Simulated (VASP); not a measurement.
# Al2Cu (P4/mmm) in VASP: notebook, part 2 of 2

VASP 6.6.1. Earlier steps stand in the parts before.

### 4 Single point, PBE

INCAR

```
PREC     = Accurate       # precision mode
ENCUT    = 520            # plane-wave cutoff, eV
EDIFF    = 1E-6           # SCF threshold, eV
ISMEAR   = 0              # smearing method
SIGMA    = 0.02           # smearing width, eV
LREAL    = False          # projectors in reciprocal space
LASPH    = True           # aspherical terms in the spheres
NELM     = 60             # most SCF steps
ALGO     = Normal         # electronic algorithm
ISIF     = 2              # what is computed and relaxed
LWAVE    = False          # write WAVECAR
LCHARG   = False          # write CHGCAR
GGA      = PE             # functional
NBANDS   = 16             # bands
```

KPOINTS

```
regular mesh
0
Gamma
  10 10 14
```

POSCAR

```
Al2Cu
1.0
    4.1051820000      0.0000000000      0.0000000000
    0.0000000000      4.1051820000      0.0000000000
    0.0000000000      0.0000000000      2.8913130000
Al Cu
2 1
Direct
    0.5000000000      0.0000000000      0.5000000000
    0.0000000000      0.5000000000      0.5000000000
    0.0000000000      0.0000000000      0.0000000000
```

Potentials or basis: VASP PAW PBE potentials, release 64 (Al, Cu).

The run is started by

```sh
> cat potpaw_PBE.64/Al/POTCAR potpaw_PBE.64/Cu/POTCAR > POTCAR
> mpirun -np 1 vasp_std > vasp.out
```

OUTCAR:

```text
PREC = Accurate
   ENCUT = 520
   EDIFF = 1E-6
   ISMEAR = 0
   LREAL = False
   LASPH = True
   NELM = 60
   ISIF = 2
   GGA = PE

 ion  position               nearest neighbor table
   1  0.500  0.000  0.500-   3 2.51   3 2.51   3 2.51   3 2.51   2 2.90   2 2.90   2 2.90   2 2.90

   2  0.000  0.500  0.500-   3 2.51   3 2.51   3 2.51   3 2.51   1 2.90   1 2.90   1 2.90   1 2.90

   3  0.000  0.000  0.000-   1 2.51   2 2.51   1 2.51   2 2.51   2 2.51   2 2.51   1 2.51   1 2.51

  LATTYP: Found a simple tetragonal cell.
 ALAT       =     4.1051820000
 C/A-ratio  =     0.7043081159

  Lattice vectors:

 A1 = (   4.1051820000,   0.0000000000,   0.0000000000)
 A2 = (   0.0000000000,   4.1051820000,   0.0000000000)
 A3 = (   0.0000000000,   0.0000000000,   2.8913130000)

Analysis of symmetry for initial positions (statically):
=====================================================================
 Subroutine PRICEL returns:
 Original cell was already a primitive cell.

 Routine SETGRP: Setting up the symmetry group for a
 simple tetragonal supercell.
[... 164 lines left out ...]
  ext. energy  EPLUGINS =         0.00000000
  ---------------------------------------------------
  free energy    TOTEN  =       -11.29381562 eV

  energy without entropy =      -11.29347683  energy(sigma->0) =      -11.29364623

 E-fermi :   7.1040     XC(G=0): -10.3889

 val. band max:        7.1015129466   @ k =   0.5000   0.1000   0.2857
 cond. band min:       7.1056837510   @ k =   0.4000   0.2000   0.2143
 fundamental gap:      0.0041708044
 Fermi energy:         7.1040008140

 k-point     1 :       0.0000    0.0000    0.0000
  band No.  band energies     occupation
      1      -3.3725      2.00000
      2       1.7573      2.00000
      3       2.2785      2.00000
      4       2.9243      2.00000
      5       3.1183      2.00000
      6       3.1183      2.00000
[... 433 lines left out ...]
      3       2.2485      2.00000
      4       2.8470      2.00000
      5       2.9769      2.00000
      6       3.0424      2.00000
[... 8 lines left out ...]
     15      17.2276      0.00000
     16      17.2596      0.00000

 [... further k-points ...]
[... 5 lines left out ...]
  --------------------------------------------------------------------------------------
  -------------------------------------------------------------------------------------
  Total        0.2261207      0.2261207      0.0936039      0.0000000     -0.0000000      0.0000000
  in kB        7.4351715      7.4351715      3.0778291      0.0000000     -0.0000000      0.0000000
  external PRESSURE =       5.9827241 kB  Pullay stress =       0.0000000 kB

 VOLUME and BASIS-vectors are now :
 -----------------------------------------------------------------------------
  energy-cutoff  :      520.00
  volume of cell :       48.73
      direct lattice vectors                 reciprocal lattice vectors
     4.105182000  0.000000000  0.000000000     0.243594559  0.000000000  0.000000000
     0.000000000  4.105182000  0.000000000     0.000000000  0.243594559  0.000000000
     0.000000000  0.000000000  2.891313000     0.000000000  0.000000000  0.345863627

 POSITION                                       TOTAL-FORCE (eV/Angst)
 -----------------------------------------------------------------------------------
      2.05259      0.00000      1.44566         0.000000      0.000000      0.000000
      0.00000      2.05259      1.44566         0.000000      0.000000      0.000000
      0.00000      0.00000      0.00000         0.000000      0.000000      0.000000
 -----------------------------------------------------------------------------------
    total drift:                               -0.000000     -0.000000      0.000000

  FREE ENERGIE OF THE ION-ELECTRON SYSTEM (eV)
  ---------------------------------------------------
  free  energy   TOTEN  =       -11.2938156195 eV

  energy  without entropy=      -11.2934768331  energy(sigma->0) =      -11.29364623
```

Wall time 83 s (1 thread of Intel Xeon Platinum 8259CL at 2.50GHz (Skylake/Cascade Lake), shared host); peak memory 0.25 GiB.

Results:

| Quantity | Value |
| --- | --- |
| Free energy | -11.2938 eV |
| Pressure | 0.6 GPa |

### 5 Single point, PBE

INCAR

```
  PREC = Accurate
  ENCUT = 520
  EDIFF = 1E-6
  ISMEAR = -1
  SIGMA = 0.01
  LREAL = F
  LASPH = T
  NELM = 100
  ALGO = Normal
  ISIF = 2
  LWAVE = F
  LCHARG = F
  GGA = PE
  NBANDS = 16
```

KPOINTS

```
Automatic mesh
0
Gamma
  10 10 14
```

POSCAR is that of step 4.

The run is started by

```sh
> cat potpaw_PBE.64/Al/POTCAR potpaw_PBE.64/Cu/POTCAR > POTCAR
> mpirun -np 1 vasp_std > vasp.out
```

It took 80 s on 1 thread of Intel Xeon Platinum 8259CL at 2.50GHz (Skylake/Cascade Lake), shared host; peak memory 0.26 GiB.

The run converged. Its results:

```
Free energy : -11.2939 eV
Pressure    : 0.5 GPa
```

Stress tensor (GPa, compression positive):
```
0.64 0.00 0.00
0.00 0.64 0.00
0.00 0.00 0.20
```

Levels at points of the mesh, in eV from the Fermi level:
```
           k point  band 6  band 7  band 8  band 9  band 10  band 11  band 12  band 13
(0.00, 0.00, 0.00)   -3.99   -2.32   -2.32   -0.07     0.96     6.00     6.21     6.21
(0.50, 0.00, 0.00)   -4.02   -3.98   -1.00    1.59     1.79     1.96     7.40     8.42
(0.50, 0.50, 0.00)   -4.13   -4.01   -4.01   -2.38     8.57     8.57     9.35     9.91
(0.00, 0.00, 0.50)   -4.00   -2.96    2.54    2.54     2.54     2.82     2.82     3.18
(0.50, 0.00, 0.50)   -4.06   -3.00   -2.43   -1.68     3.67     4.06     4.38     4.98
(0.50, 0.50, 0.50)   -3.42   -2.21   -2.21   -0.87    -0.80    -0.06    -0.06     2.46
```

### 6 Summary

| smearing | gap on the mesh (eV) | pressure (GPa) |
| --- | --- | --- |
| gaussian 0.1 eV | none | 0.7 |
| gaussian 0.01 eV | none | 0.8 |
| gaussian 0.02 eV | none | 0.6 |
| fermi-dirac 0.01 eV | none | 0.5 |

Alike in all rows: task single point; level PBE; potentials or basis VASP PAW PBE potentials, release 64 (Al, Cu); no spin polarisation; cell as given; k mesh 10 × 10 × 14; cutoff (eV) 520.

Every run on the cell as given and a fine mesh finds a metal.

Absolute energies hang on the potentials; compare differences alone.
